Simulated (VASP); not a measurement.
A run of VASP 6.6.1:

The input INCAR:

```
PREC = Accurate ; ENCUT = 520
EDIFF = 1E-6 ; ISMEAR = 0
SIGMA = 0.15 ; LREAL = False
LASPH = True ; NELM = 60
ALGO = Normal ; ISIF = 2
LWAVE = False ; LCHARG = True
GGA = PE ; LELF = True
LVHAR = True ; NBANDS = 11
```

File KPOINTS:

```
Automatic mesh
0
Gamma
  20 20 20
```

File POSCAR:

```
Pt
1.0
    0.0000000000      1.9579000000      1.9089525000
    1.9579000000      0.0000000000      1.9089525000
    1.9579000000      1.9579000000      0.0000000000
Pt
1
Direct
    0.0000000000      0.0000000000      0.0000000000
```

Potentials or basis: VASP PAW PBE potentials, release 64 (Pt).

The run is started by

```sh
$ cat potpaw_PBE.64/Pt/POTCAR > POTCAR
$ mpirun -np 1 vasp_std > vasp.out
```

Hardware: 1 thread of Intel Xeon 8259CL, with other jobs on the host.

Task: Estimate the wall time of this run.

Result: Wall time 96 s on 1 thread of Intel Xeon 8259CL (shared host), peak memory 0.22 GiB. Counts: scf iterations 11, k points 641.
